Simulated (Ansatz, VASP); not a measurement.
**Two plane-wave programs on Nb3WC4**

```
Nb W C
1.0
     5.34264    0.00000    0.00000
     0.00000    5.34264    0.00000
     0.00000    0.00000    5.34264
Nb W C
3 1 4
Direct
  0.00000 0.50000 0.50000
  0.50000 0.00000 0.50000
  0.50000 0.50000 0.00000
  0.50000 0.50000 0.50000
  0.28274 0.28274 0.28274
  0.28274 0.71726 0.71726
  0.71726 0.71726 0.28274
  0.71726 0.28274 0.71726
```

Change from the starting cell: species swapped into the VCu3Se4 type (P-43m, No. 215).

Alike in both runs: functional PBE; k mesh 3 × 3 × 3; occupations gaussian, width 0.2 eV; no spin polarisation.

Ansatz relaxed the structure, and its values are those at the end. VASP's run is a single point on that final structure, the one shown.

|  | VASP | Ansatz |
| --- | --- | --- |
| version | VASP 6.6.1 | Ansatz 0.2.0 |
| potentials or method | VASP PAW PBE potentials, release 64 (Nb_sv, W_sv, C), cutoff 600 eV | scalar-relativistic, plane waves, PAW |
| valence electrons in the cell | 69 | 69 |

|  | VASP | Ansatz | Ansatz less VASP |
| --- | --- | --- | --- |
| gap on the k mesh at the Fermi level (eV) | none | none | - |
| pressure (GPa) | 0.6 | 0.6 | -0.09 |
| rms of the force components (eV/Å) | 0.043 | 0.019 | -0.0237 |

A gap of «none» marks a metal or a gap that the smearing closes.

The k mesh is coarse, so the values compare programs but aren't converged. Spin-orbit coupling is off throughout.
